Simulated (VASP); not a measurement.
Crystal: As.

```
CELL_PARAMETERS angstrom
3.85276 0.00000 0.00000
-1.92638 3.33659 0.00000
0.00000 0.00000 2.25027
ATOMIC_POSITIONS crystal
As 0.00000 0.00000 0.00000
As 0.33333 0.66667 0.50000
As 0.66667 0.33333 0.50000
```

This cell differs from its parent crystal: volume scaled by 0.5.

Base run:

| Property | Result |
| --- | --- |
| Program | VASP 6.6.1 |
| Functional | PBE |
| Potentials or basis | VASP PAW PBE potentials, release 64 (As_d) |
| Cutoff | 600 eV |
| k mesh | 8 × 8 × 10 |
| Occupations | fermi-dirac, width 0.1 eV |
| Spin | no spin polarisation |

Its results: pressure 247.9 GPa.

**Question.** The run is repeated on the same cell with these changes: potentials or basis from VASP PAW PBE potentials, release 64 (As_d) to VASP PAW PBE potentials, release 64 (As); cutoff from 600 eV to 520 eV; further incar settings from ALGO = Normal; EDIFF = 1e-06; NBANDS = 30 to ALGO = Normal; EDIFF = 1e-06; NBANDS = 14; valence electrons from 45 to 15. What comes out?

**Answer.** Pressure 255.1 GPa.
